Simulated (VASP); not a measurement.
A run of VASP 6.6.1:

Contents of INCAR:

```
SYSTEM = Si2Mo
  PREC = Accurate
  ENCUT = 520
  EDIFF = 1E-6
  ISMEAR = -1
  SIGMA = 0.08
  LREAL = .False.
  LASPH = .True.
  NELM = 100
  ALGO = Normal
  ISIF = 2
  LWAVE = .False.
  LCHARG = .True.
  GGA = PE
  LELF = .True.
  LVHAR = .True.
  NBANDS = 18
```

Contents of KPOINTS:

```
Automatic mesh
0
Gamma
  16 16 16
  0 0 0
```

File POSCAR:

```
Si2Mo
1.0
   -1.4104631687      1.4104631687      3.5632880702
    1.4104631687     -1.4104631687      3.5632880702
    1.4104631687      1.4104631687     -3.5632880702
Mo Si
1 2
Direct
    0.0000000000      0.0000000000      0.0000000000
    0.3309842831      0.3309842831      0.0000000000
   -0.3309842831     -0.3309842831      0.0000000000
```

Potentials or basis: VASP PAW PBE potentials, release 64 (Mo_sv, Si).

Launch:

```sh
$ cat potpaw_PBE.64/Mo_sv/POTCAR potpaw_PBE.64/Si/POTCAR > POTCAR
$ mpirun -np 1 vasp_std > vasp.out
```

Hardware: 1 thread of AMD EPYC 9R45 96-Core Processor (Zen 5) (shared host).

Estimate the wall time of this run.

Run time: 110 s on 1 thread of AMD EPYC 9R45 96-Core Processor (Zen 5), on a shared host, peak memory 0.27 GiB. Counts: scf iterations 12, k points 349.
